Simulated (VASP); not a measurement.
## CoO: single point with PBEsol

CoO:

```
Co O
1.0
    -1.50800    1.50800    2.10725
     1.50800   -1.50800    2.10725
     1.50800    1.50800   -2.10725
Co O
1 1
Direct
  0.00000 0.00000 0.00000
  0.50000 0.50000 0.00000
```

```
Program                : VASP 6.6.1
Task                   : single point
Functional             : PBEsol
Potentials or basis    : VASP PAW PBE potentials, release 64 (Co_sv, O_h)
Cutoff                 : 1340 eV
k mesh                 : 4 × 4 × 4
Occupations            : gaussian, width 0.1 eV
Spin                   : collinear spin, ferromagnetic start
Starting moments       : [2.74, 0.38] μB
Dipole correction      : no
Further INCAR settings : ALGO = Normal; EDIFF = 1e-06; NBANDS = 22
```

The pressure is -15.8 GPa and the net moment is 2.41 μB per cell. The site moments are Co +2.15; O +0.13 μB and the valence electrons inside the program's atomic spheres are Co 14.90; O 3.31.

Stress tensor (GPa, compression positive):
```
-15.79   0.00   0.00
  0.00 -15.79   0.00
  0.00   0.00 -15.87
```

Levels at points of the mesh, in eV from the Fermi level:
Spin up:
```tsv
k point	band 11	band 12	band 13	band 14	band 15	band 16
(0.00, 0.00, 0.00)	-2.91	-2.91	-2.80	0.82	16.49	17.90
(0.50, 0.00, 0.00)	-1.60	0.18	0.26	4.79	9.20	13.09
(0.50, 0.50, 0.00)	-2.11	-1.81	-1.76	5.73	9.53	11.55
(0.50, 0.50, 0.50)	-2.11	-1.82	-1.82	5.73	9.68	11.42
```
Spin down:
```csv
k point,band 6,band 7,band 8,band 9,band 10,band 11,band 12,band 13,band 14,band 15
"(0.00, 0.00, 0.00)",-3.10,-3.05,-3.05,-1.18,-1.18,-1.13,-0.26,-0.23,1.25,16.44
"(0.50, 0.00, 0.00)",-8.01,-5.10,-5.06,-0.18,-0.15,0.11,2.36,2.41,5.04,9.79
"(0.50, 0.50, 0.00)",-6.85,-4.34,-4.24,-2.35,0.10,0.13,0.22,0.72,6.46,9.86
"(0.50, 0.50, 0.50)",-6.83,-4.33,-4.33,-2.35,0.12,0.12,0.28,0.70,6.46,9.99
```

Run time: 95 s on 1 thread of AMD EPYC 7R43 64-Core Processor (Zen 3), on a shared host, peak memory 0.23 GiB.

Caveat: the k points lie up to 0.64 Å⁻¹ apart; the PAW data sets were made with another functional, which shifts forces and pressure a little; a cell with one magnetic atom can't hold antiferromagnetic order, which such compounds often take; semilocal functionals often make such compounds metallic where correlation or magnetic order opens a gap, which also shifts bond lengths. With open d or f shells a metallic result of PBEsol can be an artefact of self-interaction; +U or a hybrid may open a gap.
